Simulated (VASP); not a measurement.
# HfO2 (Fm-3m) in VASP: a series of runs

The runs below take HfO2 through single point, relaxation of cell and atoms, with PBE exchange alone, PBEsol+U, PBE+U, r2SCAN+U.

Everything below comes from runs of VASP 6.6.1. Logs are shortened: lines on timing, memory, paths and dates and some standing lists are left out, and cuts for length are marked.

## 1. The cell of the first run

Symmetry: Fm-3m, No. 225, cubic system. The conventional cell has a = 5.115 Å, b = 5.115 Å, c = 5.115 Å, α = 90.00°, β = 90.00°, γ = 90.00°. Hf (site symmetry m-3m) has 8 O at 2.21 Å within 2.9 Å. O (site symmetry -43m) has 4 Hf at 2.21 Å and 6 O at 2.56 Å within 2.9 Å.

## 2. Single point, PBE exchange alone

File INCAR:

```
PREC = Accurate
ENCUT = 520
EDIFF = 1E-7
ISMEAR = -1
SIGMA = 0.05
LREAL = F
LASPH = T
NELM = 80
ALGO = Normal
ISIF = 2
LWAVE = F
LCHARG = F
GGA = PE
ALDAC = 0.0
AGGAC = 0.0
NBANDS = 18
```

File KPOINTS:

```
regular mesh
0
Gamma
  9 9 9
```

File POSCAR:

```
HfO2
1.0
    0.0000000000      2.5575000000      2.5575000000
    2.5575000000      0.0000000000      2.5575000000
    2.5575000000      2.5575000000      0.0000000000
Hf O
1 2
Direct
    0.0000000000      0.0000000000      0.0000000000
    0.7500000000      0.7500000000      0.7500000000
    0.2500000000      0.2500000000      0.2500000000
```

Potentials or basis: VASP PAW PBE potentials, release 64 (Hf_pv, O).

Started as:

```sh
> cat potpaw_PBE.64/Hf_pv/POTCAR potpaw_PBE.64/O/POTCAR > POTCAR
> mpirun -np 1 vasp_std > vasp.out
```

OUTCAR:

```text
PREC = Accurate
   ENCUT = 520
   EDIFF = 1E-7
   ISMEAR = -1
   LREAL = F
   LASPH = T
   NELM = 80
   ISIF = 2
   GGA = PE

 ion  position               nearest neighbor table
   1  0.000  0.000  0.000-   2 2.21   2 2.21   2 2.21   2 2.21   3 2.21   3 2.21   3 2.21   3 2.21

   2  0.750  0.750  0.750-   1 2.21   1 2.21   1 2.21   1 2.21
   3  0.250  0.250  0.250-   1 2.21   1 2.21   1 2.21   1 2.21

  LATTYP: Found a face centered cubic cell.
 ALAT       =     5.1150000000

  Lattice vectors:

 A1 = (   0.0000000000,   2.5575000000,   2.5575000000)
 A2 = (   2.5575000000,   0.0000000000,   2.5575000000)
 A3 = (   2.5575000000,   2.5575000000,   0.0000000000)

Analysis of symmetry for initial positions (statically):
=====================================================================
 Subroutine PRICEL returns:
 Original cell was already a primitive cell.

 Routine SETGRP: Setting up the symmetry group for a
 face centered cubic supercell.

 Subroutine GETGRP returns: Found 48 space group operations
 (whereof 48 operations were pure point group operations)
 out of a pool of 48 trial point group operations.

The static configuration has the point symmetry O_h .

Analysis of symmetry for dynamics (positions and initial velocities):
=====================================================================
 Subroutine PRICEL returns:
 Original cell was already a primitive cell.

 Routine SETGRP: Setting up the symmetry group for a
 face centered cubic supercell.

 Subroutine GETGRP returns: Found 48 space group operations
 (whereof 48 operations were pure point group operations)
 out of a pool of 48 trial point group operations.

The dynamic configuration has the point symmetry O_h .

 Subroutine INISYM returns: Found 48 space group operations
 (whereof 48 operations are pure point group operations),
 and found     1 'primitive' translations

----------------------------------------------------------------------------------------

                                     Primitive cell

  volume of cell :      33.4562

  direct lattice vectors                    reciprocal lattice vectors
     0.000000000  2.557500000  2.557500000    -0.195503421  0.195503421  0.195503421
     2.557500000  0.000000000  2.557500000     0.195503421 -0.195503421  0.195503421
     2.557500000  2.557500000  0.000000000     0.195503421  0.195503421 -0.195503421

  length of vectors
     3.616851186  3.616851186  3.616851186     0.338621859  0.338621859  0.338621859

  position of ions in fractional coordinates (direct lattice)
     0.000000000  0.000000000  0.000000000
     0.750000000  0.750000000  0.750000000
     0.250000000  0.250000000  0.250000000

  ion indices of the primitive-cell ions
   primitive index   ion index
                 1           1
                 2           2
                 3           3

----------------------------------------------------------------------------------------

 KPOINTS: regular mesh

Automatic generation of k-mesh.
 Grid dimensions read from file:
 generate k-points for:    9    9    9

 Generating k-lattice:

  Cartesian coordinates                     Fractional coordinates (reciprocal lattice)
    -0.021722602  0.021722602  0.021722602     0.111111111  0.000000000  0.000000000
     0.021722602 -0.021722602  0.021722602     0.000000000  0.111111111  0.000000000
     0.021722602  0.021722602 -0.021722602     0.000000000  0.000000000  0.111111111

  Length of vectors
     0.037624651  0.037624651  0.037624651

  Shift w.r.t. Gamma in fractional coordinates (k-lattice)
     0.000000000  0.000000000  0.000000000

 Subroutine IBZKPT returns following result:
 ===========================================

 Found     35 irreducible k-points:

 Following reciprocal coordinates:
            Coordinates               Weight
  0.000000  0.000000  0.000000      1.000000
  0.111111  0.000000  0.000000      8.000000
  0.222222  0.000000  0.000000      8.000000
  0.333333  0.000000  0.000000      8.000000
  0.444444  0.000000  0.000000      8.000000
  0.111111  0.111111  0.000000      6.000000
[... 16 lines left out ...]
 -0.333333  0.333333  0.000000     12.000000
  0.444444  0.444444  0.000000      6.000000
 [... further k-points ...]
   k-points           NKPTS =     35   k-points in BZ     NKDIM =     35   number of bands    NBANDS=     18
   number of dos      NEDOS =    301   number of ions     NIONS =      3
   total plane-waves  NPLWV =  21952
   dimension x,y,z NGX =    28 NGY =   28 NGZ =   28
   dimension x,y,z NGXF=    56 NGYF=   56 NGZF=   56
   ions per type =               1   2
   NGX,Y,Z   is equivalent  to a cutoff of  12.87, 12.87, 12.87 a.u.
   NGXF,Y,Z  is equivalent  to a cutoff of  25.74, 25.74, 25.74 a.u.
 SYSTEM =  unknown system
   PREC   = accura    normal or accurate (medium, high low for compatibility)
   ISTART =      0    job   : 0-new  1-cont  2-samecut
   ICHARG =      2    charge: 1-file 2-atom 10-const
   ISPIN  =      1    spin polarized calculation?
   LNONCOLLINEAR =      F non collinear calculations
   LSORBIT =      F    spin-orbit coupling
   LASPH  =      T    aspherical Exc in radial PAW
   ENCUT  =  520.0 eV  38.22 Ry    6.18 a.u.   6.72  6.72  6.72*2*pi/ulx,y,z
   NELM   =     80;   NELMIN=  2; NELMDL= -5     # of ELM steps
   EDIFF  = 0.1E-06   stopping-criterion for ELM
   LREAL  =      F    real-space projection
   EDIFFG = 0.1E-05   stopping-criterion for IOM
   NSW    =      0    number of steps for IOM
   IBRION =     -1    ionic relax: 0-MD 1-quasi-New 2-CG
   NFREE  =      0    steps in history (QN), initial steepest desc. (CG)
   ISIF   =      2    stress and relaxation
   ISYM   =      2    0-nonsym 1-usesym 2-fastsym
   POTIM  = 0.5000    time-step for ionic-motion
   TEBEG  =    0.0;   TEEND  =   0.0 temperature during run
   PSTRESS=    0.0 pullay stress
   NELECT =      22.0000    total number of electrons
   NUPDOWN=      -1.0000    fix difference up-down
   EMIN   =  10.00;   EMAX   =-10.00  energy-range for DOS
   EFERMI =   0.00;   METHOD = LEGACY
   ISMEAR =    -1;   SIGMA  =   0.05  broadening in eV -4-tet -1-fermi 0-gaus
   EFERMI_NEDOS =   21; number of points for ismear=-14 and -15
   IALGO  =     38    algorithm
   IMIX   =      4    mixing-type and parameters
     AMIX     =   0.40;   BMIX     =  1.00
     AMIX_MAG =   1.60;   BMIX_MAG =  1.00
  volume/ion in A,a.u.               =      11.15        75.26
  Fermi-wavevector in a.u.,A,eV,Ry     =   1.423607  2.690227 27.574337  2.026657
  Thomas-Fermi vector in A             =   2.544186
   LORBIT       =      0    0 simple, 1 ext, 2 COOP (PROOUT), +10 PAW based schemes
   GGA     = PE    functional components
   LHFCALC =     F    Hartree Fock is set to
   AEXX    =    0.0000 exact exchange contribution
   IVDW    =     0    specifies the selected vdW correction
   LEPSILON=     F    determine dielectric tensor
   LRPA    =     F    only Hartree local field effects (RPA)
 non-spin polarized calculation
  energy-cutoff  :      520.00
  volume of cell :       33.46
 maximum number of plane-waves:       914
   NGX = 13   NGY = 13   NGZ = 13

 number of electron      21.9999993 magnetization

 Free energy of the ion-electron system (eV)
  ---------------------------------------------------
  ext. energy  EPLUGINS =         0.00000000
  ---------------------------------------------------
  free energy    TOTEN  =       -26.20106244 eV

  energy without entropy =      -26.20106244  energy(sigma->0) =      -26.20106244

 E-fermi :   6.6651     XC(G=0):  -9.9332

 val. band max:        5.5903270096   @ k =  -0.4444   0.4444   0.0000
 cond. band min:       9.5295383824   @ k =   0.0000   0.0000   0.0000
 fundamental gap:      3.9392113728
 Fermi energy:         6.6651143560

 k-point     1 :       0.0000    0.0000    0.0000
  band No.  band energies     occupation
      1     -24.1263      2.00000
      2     -24.1263      2.00000
      3     -24.1263      2.00000
      4     -12.8441      2.00000
      5      -9.9738      2.00000
      6       0.5265      2.00000
[... 10 lines left out ...]
     17      15.7355      0.00000
     18      18.6055      0.00000

 k-point     2 :       0.1111    0.0000    0.0000
  band No.  band energies     occupation
      1     -24.1731      2.00000
      2     -24.1315      2.00000
      3     -24.1315      2.00000
      4     -12.6899      2.00000
      5     -10.1010      2.00000
      6       0.6414      2.00000
[... 10 lines left out ...]
     17      15.5382      0.00000
     18      18.5962      0.00000

 k-point     3 :       0.2222    0.0000    0.0000
  band No.  band energies     occupation
      1     -24.2883      2.00000
      2     -24.1445      2.00000
      3     -24.1445      2.00000
      4     -12.3017      2.00000
      5     -10.3843      2.00000
      6       0.9396      2.00000
[... 10 lines left out ...]
     17      15.1385      0.00000
     18      18.4196      0.00000

 k-point     4 :       0.3333    0.0000    0.0000
  band No.  band energies     occupation
      1     -24.4138      2.00000
      2     -24.1592      2.00000
      3     -24.1592      2.00000
      4     -11.8892      2.00000
      5     -10.6195      2.00000
      6       1.2835      2.00000
[... 375 lines left out ...]
      4     -11.1407      2.00000
      5     -10.9282      2.00000
      6       0.0678      2.00000
[... 10 lines left out ...]
     17      17.9436      0.00000
     18      18.5544      0.00000

 k-point    23 :      -0.3333    0.3333    0.0000
  band No.  band energies     occupation
      1     -24.3941      2.00000
      2     -24.3690      2.00000
      3     -24.1997      2.00000
      4     -11.1788      2.00000
      5     -10.9224      2.00000
      6       0.4599      2.00000
[... 10 lines left out ...]
     17      17.7167      0.00000
     18      18.5091      0.00000

 k-point    24 :       0.4444    0.4444    0.0000
  band No.  band energies     occupation
      1     -24.5146      2.00000
      2     -24.2309      2.00000
      3     -24.2309      2.00000
      4     -11.1488      2.00000
      5     -10.9151      2.00000
      6      -0.4182      2.00000
[... 10 lines left out ...]
     17      17.6961      0.00000
     18      18.5855      0.00000

 [... further k-points ...]

------------------------ aborting loop because EDIFF is reached ----------------------------------------

  FORCE on cell =-STRESS in cart. coord.  units (eV):
  Direction    XX          YY          ZZ          XY          YZ          ZX
  --------------------------------------------------------------------------------------
  -------------------------------------------------------------------------------------
  Total        3.1989447      3.1989447      3.1989447      0.0000000     -0.0000000      0.0000000
  in kB      153.1935184    153.1935184    153.1935184      0.0000000     -0.0000000      0.0000000
  external PRESSURE =     153.1935184 kB  Pullay stress =       0.0000000 kB

 VOLUME and BASIS-vectors are now :
 -----------------------------------------------------------------------------
  energy-cutoff  :      520.00
  volume of cell :       33.46
      direct lattice vectors                 reciprocal lattice vectors
     0.000000000  2.557500000  2.557500000    -0.195503421  0.195503421  0.195503421
     2.557500000  0.000000000  2.557500000     0.195503421 -0.195503421  0.195503421
     2.557500000  2.557500000  0.000000000     0.195503421  0.195503421 -0.195503421

 POSITION                                       TOTAL-FORCE (eV/Angst)
 -----------------------------------------------------------------------------------
      0.00000      0.00000      0.00000        -0.000000      0.000000     -0.000000
      3.83625      3.83625      3.83625        -0.000000      0.000000     -0.000000
      1.27875      1.27875      1.27875         0.000000     -0.000000      0.000000
 -----------------------------------------------------------------------------------
    total drift:                                0.000000      0.000000      0.000000

  FREE ENERGIE OF THE ION-ELECTRON SYSTEM (eV)
  ---------------------------------------------------
  free  energy   TOTEN  =       -26.2010624447 eV

  energy  without entropy=      -26.2010624447  energy(sigma->0) =      -26.20106244
```

It took 28 s on 1 thread of Intel Xeon 8259CL, shared host; peak memory 0.17 GiB.

What came out:

```yaml
Free_energy: -26.2011 eV
Pressure: 15.3 GPa
Band_gap_on_the_k_mesh: 3.94 eV (least direct gap 4.06 eV)
```

Levels at points of the mesh, in eV from the valence-band top:
```tsv
k point	band 7	band 8	band 9	band 10	band 11	band 12	band 13	band 14	band 15	band 16
(0.00, 0.00, 0.00)	-5.06	-5.06	-0.54	-0.54	-0.54	3.94	3.94	6.00	10.15	10.15
```

Caveat: the cell stands under pressure; spin-orbit coupling is left out, which moves the levels of the heavy elements; an odd mesh through Γ misses points on the zone boundary, where band edges can lie.

## 3. Single point, PBEsol+U

This run uses another cell than the first one, of 10.75 Å³/atom.

File INCAR:

```
SYSTEM = HfO2
ALGO     = Normal         ! electronic algorithm
EDIFF    = 1E-6           ! SCF threshold, eV
ENCUT    = 520            ! plane-wave cutoff, eV
GGA      = PS             ! functional
ISIF     = 2              ! what is computed and relaxed
ISMEAR   = -1             ! smearing method
LASPH    = .TRUE.         ! aspherical terms in the spheres
LCHARG   = .FALSE.        ! write CHGCAR
LDAU     = .TRUE.         ! DFT+U
LDAUJ    = 0 0          
LDAUL    = 2 -1           ! shell
LDAUPRINT= 1            
LDAUTYPE = 2            
LDAUU    = 1 0            ! U, eV
LMAXMIX  = 4              ! l up to which the mixer works
LREAL    = .FALSE.        ! projectors in reciprocal space
LWAVE    = .FALSE.        ! write WAVECAR
NBANDS   = 18             ! bands
NELM     = 150            ! most SCF steps
PREC     = Accurate       ! precision mode
SIGMA    = 0.05           ! smearing width, eV
```

File KPOINTS:

```
k-points
0
G
  9 9 9
  0 0 0
```

File POSCAR:

```
HfO2
1.0
    0.0000000000      2.5265567696      2.5265567696
    2.5265567696      0.0000000000      2.5265567696
    2.5265567696      2.5265567696      0.0000000000
Hf O
1 2
Direct
    0.0000000000      0.0000000000      0.0000000000
    0.7500000000      0.7500000000      0.7500000000
    0.2500000000      0.2500000000      0.2500000000
```

Potentials or basis: VASP PAW PBE potentials, release 64 (Hf_pv, O).

Started as:

```sh
> cat potpaw_PBE.64/Hf_pv/POTCAR potpaw_PBE.64/O/POTCAR > POTCAR
> mpirun -np 1 vasp_std > vasp.out
```

Run time: 26 s. Hardware: 1 thread of Intel Xeon 8259CL, shared host; peak memory 0.17 GiB.

The run converged. Its results:

* Free energy: -31.0382 eV
* Pressure: -2.2 GPa
* Band gap on the k mesh: 3.93 eV (least direct gap 4.06 eV)

Levels at points of the mesh, in eV from the valence-band top:
| k point | band 8 | band 9 | band 10 | band 11 | band 12 | band 13 | band 14 | band 15 |
| --- | --- | --- | --- | --- | --- | --- | --- | --- |
| (0.00, 0.00, 0.00) | -5.36 | -0.57 | -0.57 | -0.57 | 4.09 | 4.09 | 5.73 | 10.71 |

Eigenvalues of the final occupation matrices:
| site | spin | trace | eigenvalues |
| --- | --- | --- | --- |
| site 1 d | 1 | 0.70 | 0.06 0.06 0.19 0.19 0.19 |
| site 1 d | 2 | 0.70 | 0.06 0.06 0.19 0.19 0.19 |

Caveat: the PAW data sets were made with another functional, which shifts forces and pressure a little; spin-orbit coupling is left out, which moves the levels of the heavy elements; an odd mesh through Γ misses points on the zone boundary, where band edges can lie.

## 4. Single point, PBE+U

This run uses another cell than the first one, of 11.27 Å³/atom.

File INCAR:

```
SYSTEM = HfO2
PREC = Accurate ; ENCUT = 520
EDIFF = 1E-6 ; ISMEAR = -1
SIGMA = 0.05 ; LREAL = .False.
LASPH = .True. ; NELM = 150
ALGO = Normal ; ISIF = 2
LWAVE = .False. ; LCHARG = .False.
LMAXMIX = 4 ; LDAU = .True.
LDAUTYPE = 2 ; LDAUL = 2 -1
LDAUU = 3.5 0 ; LDAUJ = 0 0
LDAUPRINT = 1 ; GGA = PE
NBANDS = 18
```

File KPOINTS:

```
regular mesh
0
Gamma
  9 9 9
  0 0 0
```

File POSCAR:

```
HfO2
1.0
    0.0000000000      2.5666159896      2.5666159896
    2.5666159896      0.0000000000      2.5666159896
    2.5666159896      2.5666159896      0.0000000000
Hf O
1 2
Direct
    0.0000000000      0.0000000000      0.0000000000
    0.7500000000      0.7500000000      0.7500000000
    0.2500000000      0.2500000000      0.2500000000
```

Started as:

```sh
> cat potpaw_PBE.64/Hf_pv/POTCAR potpaw_PBE.64/O/POTCAR > POTCAR
> mpirun -np 1 vasp_std > vasp.out
```

Wall time 26 s (1 thread of Intel Xeon 8259CL, shared host); peak memory 0.17 GiB.

The run converged. Its results:

| Property | Result |
| --- | --- |
| Free energy | -28.3259 eV |
| Pressure | 0.6 GPa |
| Band gap on the k mesh | 4.25 eV (least direct gap 4.36 eV) |

Levels at points of the mesh, in eV from the valence-band top:
```csv
k point,band 7,band 8,band 9,band 10,band 11,band 12,band 13,band 14,band 15,band 16
"(0.00, 0.00, 0.00)",-4.90,-4.90,-0.56,-0.56,-0.56,4.65,4.65,5.40,10.45,10.45
```

Eigenvalues of the final occupation matrices:
| site | spin | trace | eigenvalues |
| --- | --- | --- | --- |
| site 1 d | 1 | 0.61 | 0.05 0.05 0.17 0.17 0.17 |
| site 1 d | 2 | 0.61 | 0.05 0.05 0.17 0.17 0.17 |

Caveat: spin-orbit coupling is left out, which moves the levels of the heavy elements; an odd mesh through Γ misses points on the zone boundary, where band edges can lie.

(Continued in part 2 of 2.)
